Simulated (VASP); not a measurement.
Wanted: the native input for a VASP 6.6.1 run.

- Task: single point
- Functional: r2SCAN
- Potentials or basis: VASP PAW PBE potentials, release 64 (Pb_d)
- Cutoff: 520 eV
- k mesh: 12 × 12 × 1
- Occupations: gaussian, width 0.1 eV
- Spin: no spin polarisation
- Dipole correction: yes
- Further INCAR settings: ALGO = Normal; EDIFF = 1e-07; NBANDS = 43

The system is Pb, a slab with vacuum.

```
Pb
1.0
     3.51392    0.00000    0.00000
    -1.75696    3.04314    0.00000
     0.00000    0.00000   26.59399
Pb
5
Direct
  0.66667 0.33333 0.28202
  0.33333 0.66667 0.39101
  0.66667 0.33333 0.50000
  0.33333 0.66667 0.60899
  0.66667 0.33333 0.71798
```

These files were run (other wordings do the same):

POSCAR

```
Pb
1.0
    3.5139206055      0.0000000000      0.0000000000
   -1.7569603027      3.0431445112      0.0000000000
    0.0000000000      0.0000000000     26.5939884722
Pb
5
Direct
    0.6666666667      0.3333333333      0.2820186227
    0.3333333333      0.6666666667      0.3910093113
    0.6666666667      0.3333333333      0.5000000000
    0.3333333333      0.6666666667      0.6089906887
    0.6666666667      0.3333333333      0.7179813773
```

INCAR.step1

```
PREC = Accurate ; ENCUT = 520
ISMEAR = 0 ; SIGMA = 0.1
LREAL = F ; LASPH = T
NELM = 100 ; LDIPOL = T
IDIPOL = 3 ; DIPOL = 0.5 0.5 0.500
NBANDS = 43 ; GGA = PE
ALGO = Normal ; EDIFF = 1E-4
LWAVE = T ; LCHARG = F
```

INCAR.step2

```
PREC = Accurate ; ENCUT = 520
EDIFF = 1E-7 ; ISMEAR = 0
SIGMA = 0.1 ; LREAL = F
LASPH = T ; NELM = 100
ALGO = Normal ; ISIF = 2
LWAVE = F ; LCHARG = F
LDIPOL = T ; IDIPOL = 3
DIPOL = 0.5 0.5 0.500 ; METAGGA = R2SCAN
LMIXTAU = T ; NBANDS = 43
ISTART = 1
```

KPOINTS

```
Automatic mesh
0
Gamma
  12 12 1
```

Potentials or basis: VASP PAW PBE potentials, release 64 (Pb_d).

Run with:

```bash
$ cat potpaw_PBE.64/Pb_d/POTCAR > POTCAR
$ cp INCAR.step1 INCAR
$ mpirun -np 1 vasp_std > vasp.out
$ cp INCAR.step2 INCAR
$ mpirun -np 1 vasp_std > vasp.out
```

Results of the run:

```
Largest force          : 0.295 eV/Å
Band gap on the k mesh : zero (band 35 reaches 5.72 eV, above the bottom of band 36 at 0.72 eV)
```

Caveat: the PAW data sets were made with another functional, which shifts forces and pressure a little; spin-orbit coupling is left out, which moves the levels of the heavy elements.

It took 35 min on 1 thread of Intel(R) Xeon(R) Platinum 8259CL CPU @ 2.50GHz (Skylake/Cascade Lake), on a shared host, peak memory 0.51 GiB.
